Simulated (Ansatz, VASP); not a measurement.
# One calculation of In2TeO2, two programs

```
In Te O
1.0
     5.09698    0.00000    0.00000
     0.00000    5.09698    0.00000
     0.00000    0.00000    4.20989
In Te O
2 1 2
Cartesian
  2.5485 0.0000 0.0000
  0.0000 2.5485 0.0000
  2.5485 2.5485 0.0000
  2.5485 0.0000 2.1049
  0.0000 2.5485 2.1049
```

Alike in both runs: task single point; functional PBE; k mesh 4 × 4 × 4; occupations gaussian, width 0.1 eV; no spin polarisation.

|  | VASP | Ansatz |
| --- | --- | --- |
| version | VASP 6.6.1 | Ansatz 0.2.0 |
| potentials or method | VASP PAW PBE potentials, release 64 (In_d, Te, O), cutoff 520 eV | scalar-relativistic, plane waves, PAW |
| valence electrons in the cell | 44 | 54 |

|  | VASP | Ansatz | Ansatz less VASP |
| --- | --- | --- | --- |
| gap on the k mesh at the Fermi level (eV) | none | none | - |
| pressure (GPa) | 13.9 | 13.9 | -0.09 |
| traceless stress, the component that is largest in VASP (GPa) | -23.82 | -24.32 | -0.496 |

A gap of «none» marks a metal or a gap that the smearing closes. With one functional, cell and mesh, what is left measures potentials, basis and numerics. VASP's potentials hold 44 valence electrons a cell and Ansatz's 54, so a difference there can come from the potentials and not from the codes.

The k mesh is coarse, so the values compare programs but aren't converged. Neither program's run includes spin-orbit coupling.
